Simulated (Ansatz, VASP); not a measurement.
# One calculation of ZrS, two programs

INCAR

```
SYSTEM = ZrS
PREC = Accurate ; ENCUT = 520
EDIFF = 1E-7 ; ISMEAR = 0
SIGMA = 0.15 ; LREAL = .False.
LASPH = .True. ; NELM = 100
ALGO = Normal ; ISIF = 2
LWAVE = .False. ; LCHARG = .False.
GGA = PS ; NBANDS = 16
```

Contents of KPOINTS:

```
Automatic mesh
0
Gamma
  16 16 16
  0 0 0
```

File POSCAR:

```
ZrS
1.0
    0.0000000000      2.6250000000      2.8350000000
    2.6250000000      0.0000000000      2.8350000000
    2.6250000000      2.6250000000      0.0000000000
Zr S
1 1
Direct
    0.0000000000      0.0000000000      0.0000000000
    0.5000000000      0.5000000000      0.5000000000
```

Input for Ansatz:

```yaml
crystal:
  lattice:
    - [0.0, 2.625, 2.835]
    - [2.625, 0.0, 2.835]
    - [2.625, 2.625, 0.0]
  atoms:
    - { symbol: Zr, position: [0.0, 0.0, 0.0] }
    - { symbol: S, position: [0.5, 0.5, 0.5] }
basis:
  ecutwfc: 420
kpoints:
  mp_grid: { grid: [16, 16, 16] }
hamiltonian:
  xc: pbesol
scf:
  occupations: { method: gaussian, width: 0.15 }
output:
  forces: true
  stress: true
  eigenvalues: true
```

Change from the starting cell: strain +0.000 along x and y, +0.080 along z, atoms carried along.

Alike in both runs: task single point; functional PBEsol; k mesh 16 × 16 × 16; occupations gaussian, width 0.15 eV; no spin polarisation.

|  | VASP | Ansatz |
| --- | --- | --- |
| version | VASP 6.6.1 | Ansatz 0.2.0 |
| potentials or method | VASP PAW PBE potentials, release 64 (Zr_sv, S), cutoff 520 eV | scalar-relativistic, plane waves, PAW |
| valence electrons in the cell | 18 | 18 |

```csv
,VASP,Ansatz,Ansatz less VASP
gap on the k mesh at the Fermi level (eV),none,none,-
pressure (GPa),-12.2,-12.4,-0.16
"traceless stress, the component that is largest in VASP (GPa)",-6.15,-6.08,+0.073
```

VASP's potentials were made for PBE, not for PBEsol. A gap of «none» marks a metal or a gap that the smearing closes.
